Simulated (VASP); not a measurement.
# CdTe (P6_3/mmc) in VASP: single point with PBE

Aim: the single point of CdTe with PBE.

Everything below comes from runs of VASP 6.6.1. Logs are shortened: lines on timing, memory, paths and dates and some standing lists are left out, and cuts for length are marked.

### 1 The cell of the first run

The structure is hexagonal, space group P6_3/mmc (No. 194). The conventional cell has a = 4.338 Å, b = 4.338 Å, c = 7.136 Å, α = 90.00°, β = 90.00°, γ = 120.00°. Cd (site symmetry -3m) has 6 Te at 3.08 Å and 2 Cd at 3.57 Å within 4.0 Å. Within 4.0 Å of Te (site symmetry -6m2) lie 6 Cd at 3.08 Å.

### 2 Single point, PBE

INCAR reads:

```
SYSTEM = CdTe
ALGO = Normal ; EDIFF = 1E-6
ENCUT = 500 ; GGA = PE
GGA_COMPAT = .False. ; ISIF = 2
ISMEAR = 0 ; LASPH = .True.
LCHARG = .False. ; LREAL = .False.
LWAVE = .False. ; NBANDS = 26
NELM = 120 ; PREC = Accurate
SIGMA = 0.1
```

KPOINTS reads:

```
k-points
0
Gamma
  12 12 6
  0 0 0
```

POSCAR reads:

```
CdTe
1.0
    4.3383258486      0.0000000000      0.0000000000
   -2.1691629243      3.7571003948      0.0000000000
    0.0000000000      0.0000000000      7.1355571336
Cd Te
2 2
Direct
    0.0000000000      0.0000000000      0.0000000000
    0.0000000000      0.0000000000      0.5000000000
    0.3333333333      0.6666666667      0.2500000000
    0.6666666667      0.3333333333      0.7500000000
```

Potentials or basis: VASP PAW PBE potentials, release 64 (Cd, Te).

On the command line:

```sh
$ cat potpaw_PBE.64/Cd/POTCAR potpaw_PBE.64/Te/POTCAR > POTCAR
$ mpirun -np 1 vasp_std > vasp.out
```

OUTCAR:

```text
SYSTEM = CdTe
   EDIFF = 1E-6
   ENCUT = 500
   GGA = PE
   ISIF = 2
   ISMEAR = 0
   LASPH = .True.
   LREAL = .False.
   NELM = 120
   PREC = Accurate

 ion  position               nearest neighbor table
   1  0.000  0.000  0.000-   3 3.08   4 3.08   4 3.08   3 3.08   4 3.08   3 3.08   2 3.57   2 3.57

   2  0.000  0.000  0.500-   3 3.08   4 3.08   4 3.08   3 3.08   4 3.08   3 3.08   1 3.57   1 3.57

   3  0.333  0.667  0.250-   1 3.08   2 3.08   1 3.08   2 3.08   1 3.08   2 3.08
   4  0.667  0.333  0.750-   1 3.08   2 3.08   1 3.08   2 3.08   1 3.08   2 3.08

  LATTYP: Found a hexagonal cell.
 ALAT       =     4.3383258486
 C/A-ratio  =     1.6447720578

  Lattice vectors:

 A1 = (   4.3383258486,   0.0000000000,   0.0000000000)
 A2 = (  -2.1691629243,   3.7571003948,   0.0000000000)
 A3 = (   0.0000000000,   0.0000000000,   7.1355571336)

Analysis of symmetry for initial positions (statically):
=====================================================================
 Subroutine PRICEL returns:
 Original cell was already a primitive cell.

 Routine SETGRP: Setting up the symmetry group for a
 hexagonal supercell.

 Subroutine GETGRP returns: Found 24 space group operations
 (whereof 12 operations were pure point group operations)
 out of a pool of 24 trial point group operations.

The static configuration has the point symmetry D_3d.
 The point group associated with its full space group is D_6h.

Analysis of symmetry for dynamics (positions and initial velocities):
=====================================================================
 Subroutine PRICEL returns:
 Original cell was already a primitive cell.

 Routine SETGRP: Setting up the symmetry group for a
 hexagonal supercell.

 Subroutine GETGRP returns: Found 24 space group operations
 (whereof 12 operations were pure point group operations)
 out of a pool of 24 trial point group operations.

The dynamic configuration has the point symmetry D_3d.
 The point group associated with its full space group is D_6h.

 Subroutine INISYM returns: Found 24 space group operations
 (whereof 12 operations are pure point group operations),
 and found     1 'primitive' translations

----------------------------------------------------------------------------------------

                                     Primitive cell

  volume of cell :     116.3062

  direct lattice vectors                    reciprocal lattice vectors
     4.338325849  0.000000000  0.000000000     0.230503663  0.133081352  0.000000000
    -2.169162924  3.757100395  0.000000000     0.000000000  0.266162704  0.000000000
     0.000000000  0.000000000  7.135557134     0.000000000  0.000000000  0.140143227

  length of vectors
     4.338325849  4.338325849  7.135557134     0.266162704  0.266162704  0.140143227

  position of ions in fractional coordinates (direct lattice)
     0.000000000  0.000000000  0.000000000
     0.000000000  0.000000000  0.500000000
     0.333333333  0.666666667  0.250000000
     0.666666667  0.333333333  0.750000000

  ion indices of the primitive-cell ions
   primitive index   ion index
                 1           1
                 2           2
                 3           3
                 4           4

----------------------------------------------------------------------------------------

 KPOINTS: k-points

Automatic generation of k-mesh.
 Grid dimensions read from file:
 generate k-points for:   12   12    6

 Generating k-lattice:

  Cartesian coordinates                     Fractional coordinates (reciprocal lattice)
     0.019208639  0.011090113  0.000000000     0.083333333 -0.000000000  0.000000000
     0.000000000  0.022180225  0.000000000     0.000000000  0.083333333  0.000000000
     0.000000000  0.000000000  0.023357204     0.000000000  0.000000000  0.166666667

  Length of vectors
     0.022180225  0.022180225  0.023357204

  Shift w.r.t. Gamma in fractional coordinates (k-lattice)
     0.000000000  0.000000000  0.000000000

 Subroutine IBZKPT returns following result:
 ===========================================

 Found     76 irreducible k-points:

 Following reciprocal coordinates:
            Coordinates               Weight
  0.000000  0.000000  0.000000      1.000000
  0.083333 -0.000000  0.000000      6.000000
  0.166667 -0.000000  0.000000      6.000000
  0.250000 -0.000000  0.000000      6.000000
  0.333333 -0.000000  0.000000      6.000000
  0.416667 -0.000000  0.000000      6.000000
[... 16 lines left out ...]
  0.250000 -0.000000  0.166667     12.000000
  0.333333 -0.000000  0.166667     12.000000
 [... further k-points ...]
   k-points           NKPTS =     76   k-points in BZ     NKDIM =     76   number of bands    NBANDS=     26
   number of dos      NEDOS =    301   number of ions     NIONS =      4
   total plane-waves  NPLWV =  55296
   dimension x,y,z NGX =    32 NGY =   32 NGZ =   54
   dimension x,y,z NGXF=    64 NGYF=   64 NGZF=  108
   ions per type =               2   2
   NGX,Y,Z   is equivalent  to a cutoff of  12.26, 12.26, 12.58 a.u.
   NGXF,Y,Z  is equivalent  to a cutoff of  24.52, 24.52, 25.16 a.u.
 SYSTEM =  CdTe
   PREC   = accura    normal or accurate (medium, high low for compatibility)
   ISTART =      0    job   : 0-new  1-cont  2-samecut
   ICHARG =      2    charge: 1-file 2-atom 10-const
   ISPIN  =      1    spin polarized calculation?
   LNONCOLLINEAR =      F non collinear calculations
   LSORBIT =      F    spin-orbit coupling
   LASPH  =      T    aspherical Exc in radial PAW
   ENCUT  =  500.0 eV  36.75 Ry    6.06 a.u.   7.91  7.91 13.01*2*pi/ulx,y,z
   NELM   =    120;   NELMIN=  2; NELMDL= -5     # of ELM steps
   EDIFF  = 0.1E-05   stopping-criterion for ELM
   LREAL  =      F    real-space projection
   EDIFFG = 0.1E-04   stopping-criterion for IOM
   NSW    =      0    number of steps for IOM
   IBRION =     -1    ionic relax: 0-MD 1-quasi-New 2-CG
   NFREE  =      0    steps in history (QN), initial steepest desc. (CG)
   ISIF   =      2    stress and relaxation
   ISYM   =      2    0-nonsym 1-usesym 2-fastsym
   POTIM  = 0.5000    time-step for ionic-motion
   TEBEG  =    0.0;   TEEND  =   0.0 temperature during run
   PSTRESS=    0.0 pullay stress
   NELECT =      36.0000    total number of electrons
   NUPDOWN=      -1.0000    fix difference up-down
   EMIN   =  10.00;   EMAX   =-10.00  energy-range for DOS
   EFERMI =   0.00;   METHOD = LEGACY
   ISMEAR =     0;   SIGMA  =   0.10  broadening in eV -4-tet -1-fermi 0-gaus
   EFERMI_NEDOS =   21; number of points for ismear=-14 and -15
   IALGO  =     38    algorithm
   IMIX   =      4    mixing-type and parameters
     AMIX     =   0.40;   BMIX     =  1.00
     AMIX_MAG =   1.60;   BMIX_MAG =  1.00
  volume/ion in A,a.u.               =      29.08       196.22
  Fermi-wavevector in a.u.,A,eV,Ry     =   1.107409  2.092700 16.685568  1.226355
  Thomas-Fermi vector in A             =   2.243923
   LORBIT       =      0    0 simple, 1 ext, 2 COOP (PROOUT), +10 PAW based schemes
   GGA     = PE    functional components
   LHFCALC =     F    Hartree Fock is set to
   AEXX    =    0.0000 exact exchange contribution
   IVDW    =     0    specifies the selected vdW correction
   LEPSILON=     F    determine dielectric tensor
   LRPA    =     F    only Hartree local field effects (RPA)
 non-spin polarized calculation
 Gauss-broadening in eV      SIGMA  =   0.10
  energy-cutoff  :      500.00
  volume of cell :      116.31
 maximum number of plane-waves:      2978
 NGX is ok and might be reduce to    32
   NGX = 15   NGY = 15   NGZ = 27

 number of electron      36.0000027 magnetization

 Free energy of the ion-electron system (eV)
  ---------------------------------------------------
  ext. energy  EPLUGINS =         0.00000000
  ---------------------------------------------------
  free energy    TOTEN  =        -8.81513886 eV

  energy without entropy =       -8.80920019  energy(sigma->0) =       -8.81216953

 E-fermi :   3.7522     XC(G=0):  -9.5948

 val. band max:        3.7298955720   @ k =   0.1667  -0.0000   0.1667
 cond. band min:       3.7540781314   @ k =   0.3333  -0.0000   0.0000
 fundamental gap:      0.0241825594
 Fermi energy:         3.7521607140

 k-point     1 :       0.0000    0.0000    0.0000
  band No.  band energies     occupation
      1      -7.7399      2.00000
      2      -6.7227      2.00000
      3      -4.7237      2.00000
      4      -4.7237      2.00000
      5      -4.7164      2.00000
      6      -4.5388      2.00000
[... 18 lines left out ...]
     25       9.7280      0.00000
     26      10.3831      0.00000

 k-point     2 :       0.0833   -0.0000    0.0000
  band No.  band energies     occupation
      1      -7.6922      2.00000
      2      -6.7333      2.00000
      3      -4.7217      2.00000
      4      -4.7147      2.00000
      5      -4.6711      2.00000
      6      -4.5462      2.00000
[... 18 lines left out ...]
     25      10.4227      0.00000
     26      10.4757      0.00000

 k-point     3 :       0.1667   -0.0000    0.0000
  band No.  band energies     occupation
      1      -7.5552      2.00000
      2      -6.7597      2.00000
      3      -4.7185      2.00000
      4      -4.7104      2.00000
      5      -4.5686      2.00000
      6      -4.5483      2.00000
[... 18 lines left out ...]
     25       9.8307      0.00000
     26      10.2278      0.00000

 k-point     4 :       0.2500   -0.0000    0.0000
  band No.  band energies     occupation
      1      -7.3513      2.00000
      2      -6.7879      2.00000
      3      -4.7186      2.00000
      4      -4.7064      2.00000
      5      -4.6011      2.00000
      6      -4.5590      2.00000
[... 18 lines left out ...]
     25       9.9178      0.00000
     26      10.3070      0.00000
[... 496 lines left out ...]
      1      -7.5097      2.00000
      2      -6.8222      2.00000
      3      -4.7044      2.00000
      4      -4.6890      2.00000
      5      -4.5782      2.00000
      6      -4.5555      2.00000
[... 18 lines left out ...]
     25       9.6532      0.00000
     26      10.2316      0.00000

 k-point    23 :       0.2500   -0.0000    0.1667
  band No.  band energies     occupation
      1      -7.3154      2.00000
      2      -6.8267      2.00000
      3      -4.7038      2.00000
      4      -4.6843      2.00000
      5      -4.6021      2.00000
      6      -4.5504      2.00000
[... 18 lines left out ...]
     25      10.2646      0.00000
     26      10.2761      0.00000

 k-point    24 :       0.3333   -0.0000    0.1667
  band No.  band energies     occupation
      1      -7.1077      2.00000
      2      -6.8169      2.00000
      3      -4.7075      2.00000
      4      -4.6839      2.00000
      5      -4.6209      2.00000
      6      -4.5663      2.00000
[... 18 lines left out ...]
     25      10.8184      0.00000
     26      11.1659      0.00000

 [... further k-points ...]
[... 5 lines left out ...]
  --------------------------------------------------------------------------------------
  -------------------------------------------------------------------------------------
  Total        0.0934142      0.0934142      0.1265780      0.0000000      0.0000000      0.0000000
  in kB        1.2868289      1.2868289      1.7436770      0.0000000      0.0000000      0.0000000
  external PRESSURE =       1.4391116 kB  Pullay stress =       0.0000000 kB

 VOLUME and BASIS-vectors are now :
 -----------------------------------------------------------------------------
  energy-cutoff  :      500.00
  volume of cell :      116.31
      direct lattice vectors                 reciprocal lattice vectors
     4.338325849  0.000000000  0.000000000     0.230503663  0.133081352  0.000000000
    -2.169162924  3.757100395  0.000000000     0.000000000  0.266162704  0.000000000
     0.000000000  0.000000000  7.135557134     0.000000000  0.000000000  0.140143227

 POSITION                                       TOTAL-FORCE (eV/Angst)
 -----------------------------------------------------------------------------------
      0.00000      0.00000      0.00000         0.000000      0.000000     -0.000000
      0.00000      0.00000      3.56778         0.000000      0.000000     -0.000000
     -0.00000      2.50473      1.78389        -0.000000      0.000000     -0.000000
      2.16916      1.25237      5.35167         0.000000     -0.000000      0.000000
 -----------------------------------------------------------------------------------
    total drift:                                0.000000     -0.000000      0.000000

  FREE ENERGIE OF THE ION-ELECTRON SYSTEM (eV)
  ---------------------------------------------------
  free  energy   TOTEN  =        -8.8151388608 eV

  energy  without entropy=       -8.8092001935  energy(sigma->0) =       -8.81216953
```

Run time: 3.7 min. Hardware: 1 thread of Intel Xeon 8259CL, shared host; peak memory 0.35 GiB.

Results:

* Free energy: -8.8151 eV
* Pressure: 0.1 GPa
* Band gap on the k mesh: zero (bands 18 and 19 overlap by 0.93 eV)

Caveat: spin-orbit coupling is left out, which moves the levels of the heavy elements.
